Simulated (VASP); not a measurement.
A run of VASP 6.6.1 is set up as follows.

File INCAR:

```
SYSTEM = Sn
PREC = Accurate
ENCUT = 520
EDIFF = 1E-6
ISMEAR = 0
SIGMA = 0.1
LREAL = .FALSE.
LASPH = .TRUE.
NELM = 80
ALGO = Fast
ISIF = 2
LWAVE = .FALSE.
LCHARG = .FALSE.
GGA = CA
NBANDS = 21
```

Contents of KPOINTS:

```
regular mesh
0
G
  16 16 16
  0 0 0
```

POSCAR

```
Sn
1.0
    0.0000000000      3.2364709887      3.2364709887
    3.2364709887      0.0000000000      3.2364709887
    3.2364709887      3.2364709887      0.0000000000
Sn
2
Direct
    0.5000000000      0.5000000000      0.5000000000
    0.7500000000      0.7500000000      0.7500000000
```

Potentials or basis: VASP PAW LDA potentials, release 64 (Sn_d).

Run with:

```sh
$ cat potpaw_LDA.64/Sn_d/POTCAR > POTCAR
$ mpirun -np 1 vasp_std > vasp.out
```

**Question.** What does it give for the pressure?

**Answer.** 0.0 GPa.

**Question.** Estimate the band gap on the k mesh.

**Answer.** Zero (bands 14 and 15 overlap by 0.17 eV).

Caveat: spin-orbit coupling is left out, which moves the levels of the heavy elements.
